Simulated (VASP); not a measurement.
Ge: single point with PBE

Ge:

```
CELL_PARAMETERS angstrom
0.00000 2.91930 5.11055
2.67358 0.00000 5.11055
2.67358 2.91930 0.00000
ATOMIC_POSITIONS crystal
Ge 0.77381 0.77381 0.22619
Ge 0.22619 0.22619 0.77381
Ge 0.27006 0.72994 0.27006
Ge 0.72994 0.27006 0.72994
```

This cell differs from its parent crystal: strained.

* Program: VASP 6.6.1
* Task: single point
* Functional: PBE
* Potentials or basis: VASP PAW PBE potentials, release 64 (Ge_d)
* Cutoff: 520 eV
* k mesh: 12 × 12 × 12
* Occupations: gaussian, width 0.1 eV
* Spin: no spin polarisation
* Dipole correction: no
* Further INCAR settings: ALGO = Normal; EDIFF = 1e-07; NBANDS = 36

The pressure is -1.9 GPa, the largest force is 0.086 eV/Å and the band gap on the k mesh is zero (band 28 reaches 7.37 eV, above the bottom of band 29 at 4.23 eV).

Forces in eV/Å, atoms in the order of the input:
```
Ge   0.000  0.000  0.086
Ge   0.000  0.000 -0.086
Ge   0.000  0.038  0.000
Ge   0.000 -0.038  0.000
```

Stress tensor (GPa, compression positive):
```
-1.19  0.00  0.00
 0.00 -2.17  0.00
 0.00  0.00 -2.39
```

Levels at points of the mesh, in eV from the Fermi level:
| k point | band 24 | band 25 | band 26 | band 27 | band 28 | band 29 | band 30 | band 31 | band 32 | band 33 |
| --- | --- | --- | --- | --- | --- | --- | --- | --- | --- | --- |
| (0.00, 0.00, 0.00) | -3.91 | -3.33 | -2.19 | -1.90 | -1.84 | -1.66 | 3.22 | 3.69 | 3.93 | 6.27 |
| (0.50, 0.00, 0.00) | -7.03 | -1.83 | -1.50 | -0.51 | 0.72 | 0.89 | 1.16 | 2.18 | 2.25 | 3.31 |
| (0.50, 0.50, 0.00) | -4.59 | -2.01 | -1.88 | 0.20 | 0.50 | 0.96 | 0.98 | 2.14 | 2.54 | 5.11 |
| (0.50, 0.00, 0.50) | -7.35 | -4.31 | -4.06 | -2.91 | -2.62 | -0.96 | -0.75 | 3.75 | 4.43 | 7.50 |
| (0.00, 0.50, 0.50) | -5.75 | -5.51 | -5.12 | -3.59 | -2.02 | -1.78 | 3.18 | 3.83 | 3.95 | 6.19 |

It took 20 min on 1 thread of Intel(R) Xeon(R) Platinum 8259CL CPU @ 2.50GHz (Skylake/Cascade Lake) (shared host), peak memory 0.65 GiB.

Caveat: the cell differs from its parent crystal (strained).
